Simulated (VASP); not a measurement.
# Fe4O3 (P1) in VASP: single point with PBE+U

Aim: the single point of Fe4O3 with PBE+U.

All numbers are computed with VASP 6.6.1; they aren't measurements. Logs are shortened: lines on timing, memory, paths and dates and some standing lists are left out, and cuts for length are marked.

**1. The cell of the first run**

The typed cell holds 7 atoms: a = 4.330 Å, b = 4.330 Å, c = 4.330 Å, α = 90.00°, β = 90.00°, γ = 90.00°.

**2. Single point, PBE+U, collinear spin, antiferromagnetic start**

The input, INCAR:

```
SYSTEM = Fe4O3
PREC = Accurate ; ENCUT = 520
EDIFF = 1E-6 ; ISMEAR = -1
SIGMA = 0.1 ; LREAL = .False.
LASPH = .True. ; NELM = 150
ALGO = Normal ; ISIF = 2
LWAVE = .False. ; LCHARG = .True.
ISPIN = 2 ; MAGMOM = 4 4 -4 -4 0 0 0
LORBIT = 11 ; LMAXMIX = 4
LDAU = .True. ; LDAUTYPE = 2
LDAUL = 2 -1 ; LDAUU = 5.3 0
LDAUJ = 0 0 ; LDAUPRINT = 1
GGA = PE ; LELF = .True.
LVHAR = .True. ; NBANDS = 38
```

The input, KPOINTS:

```
regular mesh
0
Gamma
  5 5 5
  0 0 0
```

The input, POSCAR:

```
Fe4O3
1.0
    4.3300000000      0.0000000000      0.0000000000
    0.0000000000      4.3300000000      0.0000000000
    0.0000000000      0.0000000000      4.3300000000
Fe O
4 3
Direct
    0.9589070000      0.9641780000      0.9964720000
    0.5355580000      0.5372960000      0.0000130000
    0.5025240000      0.9988970000      0.5022830000
    0.0041770000      0.5036610000      0.4964180000
    0.0004710000      0.0009600000      0.4975140000
    0.5014560000      0.5044510000      0.4993820000
    0.2534350000      0.2487840000      0.9953080000
```

Potentials or basis: VASP PAW PBE potentials, release 64 (Fe, O).

Launch:

```bash
$ cat potpaw_PBE.64/Fe/POTCAR potpaw_PBE.64/O/POTCAR > POTCAR
$ mpirun -np 1 vasp_std > vasp.out
```

OUTCAR:

```text
SYSTEM = Fe4O3
   PREC = Accurate
   ENCUT = 520
   EDIFF = 1E-6
   ISMEAR = -1
   LREAL = .False.
   LASPH = .True.
   NELM = 150
   ISIF = 2
   ISPIN = 2
   LORBIT = 11
   GGA = PE

 ion  position               nearest neighbor table
   1  0.959  0.964  0.996-   7 1.77   5 2.17   5 2.18   2 2.60   3 2.92   4 2.95   4 2.95   3 2.95
                             2 3.09   2 3.11
   2  0.536  0.537  0.000-   7 1.75   6 2.17   6 2.18   1 2.60   3 2.94   3 2.96   4 2.96   4 2.98
                             1 3.09   1 3.11
   3  0.503  0.999  0.502-   6 2.14   5 2.16   5 2.17   6 2.19   1 2.92   2 2.94   1 2.95   2 2.96
                             4 3.04   4 3.05   4 3.07   4 3.08
   4  0.004  0.504  0.496-   6 2.15   5 2.15   5 2.18   6 2.18   1 2.95   1 2.95   2 2.96   2 2.98
                             3 3.04   3 3.05   3 3.07   3 3.08
   5  0.000  0.001  0.498-   4 2.15   3 2.16   1 2.17   3 2.17   4 2.18   1 2.18
   6  0.501  0.504  0.499-   3 2.14   4 2.15   2 2.17   4 2.18   2 2.18   3 2.19
   7  0.253  0.249  0.995-   2 1.75   1 1.77

  LATTYP: Found a simple cubic cell.
 ALAT       =     4.3300000000

  Lattice vectors:

 A1 = (   4.3300000000,   0.0000000000,   0.0000000000)
 A2 = (   0.0000000000,   4.3300000000,   0.0000000000)
 A3 = (   0.0000000000,   0.0000000000,   4.3300000000)

Analysis of symmetry for initial positions (statically):
=====================================================================
 Subroutine PRICEL returns:
 Original cell was already a primitive cell.

 Routine SETGRP: Setting up the symmetry group for a
 simple cubic supercell.

 Subroutine GETGRP returns: Found  1 space group operations
 (whereof  1 operations were pure point group operations)
 out of a pool of 48 trial point group operations.

The static configuration has the point symmetry C_1 .

Analysis of symmetry for dynamics (positions and initial velocities):
=====================================================================
 Subroutine PRICEL returns:
 Original cell was already a primitive cell.

 Routine SETGRP: Setting up the symmetry group for a
 simple cubic supercell.

 Subroutine GETGRP returns: Found  1 space group operations
 (whereof  1 operations were pure point group operations)
 out of a pool of 48 trial point group operations.

The dynamic configuration has the point symmetry C_1 .

Analysis of structural, dynamic, and magnetic symmetry:
=====================================================================
 Subroutine PRICEL returns:
 Original cell was already a primitive cell.

 Routine SETGRP: Setting up the symmetry group for a
 simple cubic supercell.

 Subroutine GETGRP returns: Found  1 space group operations
 (whereof  1 operations were pure point group operations)
 out of a pool of 48 trial point group operations.

The overall configuration has the point symmetry C_1 .

 Subroutine INISYM returns: Found  1 space group operations
 (whereof  1 operations are pure point group operations),
 and found     1 'primitive' translations

----------------------------------------------------------------------------------------

                                     Primitive cell

  volume of cell :      81.1827

  direct lattice vectors                    reciprocal lattice vectors
     4.330000000  0.000000000  0.000000000     0.230946882  0.000000000  0.000000000
     0.000000000  4.330000000  0.000000000     0.000000000  0.230946882  0.000000000
     0.000000000  0.000000000  4.330000000     0.000000000  0.000000000  0.230946882

  length of vectors
     4.330000000  4.330000000  4.330000000     0.230946882  0.230946882  0.230946882

[... 98 lines left out ...]
   POTIM  = 0.5000    time-step for ionic-motion
   TEBEG  =    0.0;   TEEND  =   0.0 temperature during run
   PSTRESS=    0.0 pullay stress
   NELECT =      50.0000    total number of electrons
   NUPDOWN=      -1.0000    fix difference up-down
   EMIN   =  10.00;   EMAX   =-10.00  energy-range for DOS
   EFERMI =   0.00;   METHOD = LEGACY
   ISMEAR =    -1;   SIGMA  =   0.10  broadening in eV -4-tet -1-fermi 0-gaus
   EFERMI_NEDOS =   21; number of points for ismear=-14 and -15
   IALGO  =     38    algorithm
   IMIX   =      4    mixing-type and parameters
     AMIX     =   0.40;   BMIX     =  1.00
     AMIX_MAG =   1.60;   BMIX_MAG =  1.00
  volume/ion in A,a.u.               =      11.60        78.26
  Fermi-wavevector in a.u.,A,eV,Ry     =   1.392869  2.632141 26.396446  1.940084
  Thomas-Fermi vector in A             =   2.516570
   LORBIT       =     11    0 simple, 1 ext, 2 COOP (PROOUT), +10 PAW based schemes
 LDA+U is selected, type is set to LDAUTYPE =  2
   angular momentum for each species LDAUL =     2   -1
   U (eV)           for each species LDAUU =   5.3  0.0
   J (eV)           for each species LDAUJ =   0.0  0.0
   GGA     = PE    functional components
   LHFCALC =     F    Hartree Fock is set to
   AEXX    =    0.0000 exact exchange contribution
   IVDW    =     0    specifies the selected vdW correction
   LEPSILON=     F    determine dielectric tensor
   LRPA    =     F    only Hartree local field effects (RPA)
 spin polarized calculation
  energy-cutoff  :      520.00
  volume of cell :       81.18
 maximum number of plane-waves:      2203
   NGX = 17   NGY = 17   NGZ = 17

 number of electron      49.9999987 magnetization      -0.8709081

atom =   1  type =  1  l = 2

 onsite density matrix

spin component  1
[... 116 lines left out ...]
  o =  0.0351  v = -0.0168  0.7153  0.0070 -0.6986 -0.0033  0.0000  0.0000  0.0000  0.0000  0.0000      0.0000  0.0000  0.0000  0.0000  0.0000  0.0000  0.0000  0.0000  0.0000  0.0000
  o =  0.0565  v = -0.0426  0.6975  0.0126  0.7152  0.0011  0.0000  0.0000  0.0000  0.0000  0.0000      0.0000  0.0000  0.0000  0.0000  0.0000  0.0000  0.0000  0.0000  0.0000  0.0000
  o =  0.0686  v = -0.7756 -0.0412  0.6294 -0.0171 -0.0158  0.0000  0.0000  0.0000  0.0000  0.0000      0.0000  0.0000  0.0000  0.0000  0.0000  0.0000  0.0000  0.0000  0.0000  0.0000
  o =  0.0999  v = -0.0113  0.0009  0.0111 -0.0033  0.9999  0.0000  0.0000  0.0000  0.0000  0.0000      0.0000  0.0000  0.0000  0.0000  0.0000  0.0000  0.0000  0.0000  0.0000  0.0000
  o =  0.9439  v = -0.6295 -0.0156 -0.7768 -0.0086  0.0015  0.0000  0.0000  0.0000  0.0000  0.0000      0.0000  0.0000  0.0000  0.0000  0.0000  0.0000  0.0000  0.0000  0.0000  0.0000
  o =  0.9614  v =  0.0000  0.0000  0.0000  0.0000  0.0000 -0.4411 -0.2336 -0.8421 -0.2044 -0.0038      0.0000  0.0000  0.0000  0.0000  0.0000  0.0000  0.0000  0.0000  0.0000  0.0000
  o =  0.9647  v =  0.0000  0.0000  0.0000  0.0000  0.0000 -0.1305  0.6508 -0.2805  0.6934 -0.0009      0.0000  0.0000  0.0000  0.0000  0.0000  0.0000  0.0000  0.0000  0.0000  0.0000
  o =  0.9691  v =  0.0000  0.0000  0.0000  0.0000  0.0000  0.0071 -0.7223  0.0289  0.6909  0.0014      0.0000  0.0000  0.0000  0.0000  0.0000  0.0000  0.0000  0.0000  0.0000  0.0000
  o =  0.9763  v =  0.0000  0.0000  0.0000  0.0000  0.0000  0.8879 -0.0146 -0.4598 -0.0051 -0.0026      0.0000  0.0000  0.0000  0.0000  0.0000  0.0000  0.0000  0.0000  0.0000  0.0000
  o =  1.0197  v =  0.0000  0.0000  0.0000  0.0000  0.0000 -0.0005 -0.0007  0.0047  0.0011 -1.0000      0.0000  0.0000  0.0000  0.0000  0.0000  0.0000  0.0000  0.0000  0.0000  0.0000

 number of electron      49.9999985 magnetization       0.0369760

 Free energy of the ion-electron system (eV)
  ---------------------------------------------------
  ext. energy  EPLUGINS =         0.00000000
  ---------------------------------------------------
  free energy    TOTEN  =       -40.88484877 eV

  energy without entropy =      -40.84380076  energy(sigma->0) =      -40.86432476

 E-fermi :   5.7108     XC(G=0): -11.5174

 val. band max:        5.7055232669   @ k =   0.4000  -0.2000   0.4000
 cond. band min:       5.7150108891   @ k =   0.0000   0.0000   0.4000
 fundamental gap:      0.0094876222
 Fermi energy:         5.7108047665

 spin component 1

 k-point     1 :       0.0000    0.0000    0.0000
  band No.  band energies     occupation
      1     -14.7484      1.00000
      2     -13.8449      1.00000
      3     -13.5720      1.00000
      4      -2.9337      1.00000
      5      -2.3780      1.00000
      6      -2.2898      1.00000
[... 1913 lines left out ...]
     36      11.7015      0.00000
     37      12.4810      0.00000

 [... further k-points ...]

 [bands above 37 left out]

------------------------ aborting loop because EDIFF is reached ----------------------------------------

  FORCE on cell =-STRESS in cart. coord.  units (eV):
  Direction    XX          YY          ZZ          XY          YZ          ZX
  --------------------------------------------------------------------------------------
  -------------------------------------------------------------------------------------
  Total        8.5028955      8.4090981      3.7596203     10.2469449     -0.0206008      0.0595804
  in kB      167.8084143    165.9572825     74.1977746    202.2280027     -0.4065663      1.1758461
  external PRESSURE =     135.9878238 kB  Pullay stress =       0.0000000 kB

 VOLUME and BASIS-vectors are now :
 -----------------------------------------------------------------------------
  energy-cutoff  :      520.00
  volume of cell :       81.18
      direct lattice vectors                 reciprocal lattice vectors
     4.330000000  0.000000000  0.000000000     0.230946882  0.000000000  0.000000000
     0.000000000  4.330000000  0.000000000     0.000000000  0.230946882  0.000000000
     0.000000000  0.000000000  4.330000000     0.000000000  0.000000000  0.230946882

 POSITION                                       TOTAL-FORCE (eV/Angst)
 -----------------------------------------------------------------------------------
      4.15207      4.17489      4.31472        -1.166667     -1.129234      0.053841
      2.31897      2.32649      0.00006         1.596870      1.597573      0.048924
      2.17593      4.32522      2.17489        -0.219193      0.309948      0.012995
      0.01809      2.18085      2.14949         0.088409     -0.298015      0.018638
      0.00204      0.00416      2.15424        -0.291616     -0.215400     -0.031227
      2.17130      2.18427      2.16232         0.276092      0.214719     -0.080589
      1.09737      1.07723      4.30968        -0.283896     -0.479592     -0.022581
 -----------------------------------------------------------------------------------
    total drift:                                0.001121      0.000152     -0.000877

  FREE ENERGIE OF THE ION-ELECTRON SYSTEM (eV)
  ---------------------------------------------------
  free  energy   TOTEN  =       -40.8848487674 eV

  energy  without entropy=      -40.8438007562  energy(sigma->0) =      -40.86432476

 total charge

# of ion       s       p       d       tot
------------------------------------------
    1        0.447   0.482   6.110   7.040
    2        0.452   0.499   6.130   7.081
    3        0.293   0.311   6.079   6.683
    4        0.293   0.310   6.074   6.677
    5        1.569   3.436   0.000   5.004
    6        1.569   3.436   0.000   5.005
    7        1.581   3.502   0.000   5.083
--------------------------------------------------
tot          6.204  11.976  24.394  42.574

 magnetization (x)

# of ion       s       p       d       tot
------------------------------------------
    1        0.039   0.033   3.601   3.672
    2        0.039   0.034   3.594   3.666
    3       -0.034  -0.026  -3.676  -3.735
    4       -0.034  -0.027  -3.682  -3.743
    5       -0.001   0.016   0.000   0.015
    6       -0.000   0.015   0.000   0.015
    7        0.001   0.097   0.000   0.098
--------------------------------------------------
tot          0.009   0.142  -0.163  -0.012
```

It took 9.4 min on 1 thread of Intel Xeon Platinum 8559C (Emerald Rapids), shared host; peak memory 0.4 GiB.

What came out:

* Free energy: -40.8848 eV
* Pressure: 13.6 GPa
* Largest force: 2.259 eV/Å
* Band gap on the k mesh: zero (filled and empty bands overlap)
* Net moment: 0.04 μB per cell
* Site moments: Fe +3.67, -3.73, -3.74 (each value once); O +0.01, +0.10 (each value once) μB
* Valence electrons inside the program's atomic spheres: Fe 7.04, 7.08, 6.68 (each value once); O 5.00, 5.08 (each value once)

Forces on the atoms (eV/Å):
```
Fe  -1.167 -1.129  0.054
Fe   1.597  1.598  0.049
Fe  -0.219  0.310  0.013
Fe   0.088 -0.298  0.019
O   -0.292 -0.215 -0.031
O    0.276  0.215 -0.081
O   -0.284 -0.480 -0.023
```

Eigenvalues of the final occupation matrices:
| site | spin | trace | eigenvalues |
| --- | --- | --- | --- |
| site 1 d | 1 | 4.87 | 0.95 0.96 0.97 0.97 1.03 |
| site 1 d | 2 | 1.26 | 0.02 0.04 0.06 0.24 0.91 |
| site 2 d | 1 | 4.88 | 0.95 0.96 0.97 0.97 1.04 |
| site 2 d | 2 | 1.28 | 0.02 0.05 0.06 0.24 0.91 |
| site 3 d | 1 | 1.21 | 0.04 0.06 0.07 0.10 0.94 |
| site 3 d | 2 | 4.89 | 0.96 0.96 0.97 0.98 1.02 |
| site 4 d | 1 | 1.20 | 0.04 0.06 0.07 0.10 0.94 |
| site 4 d | 2 | 4.89 | 0.96 0.96 0.97 0.98 1.02 |

Caveat: the cell stands under pressure; forces of over 1 eV/Å act on the atoms, so gaps and moduli don't describe the material at rest.
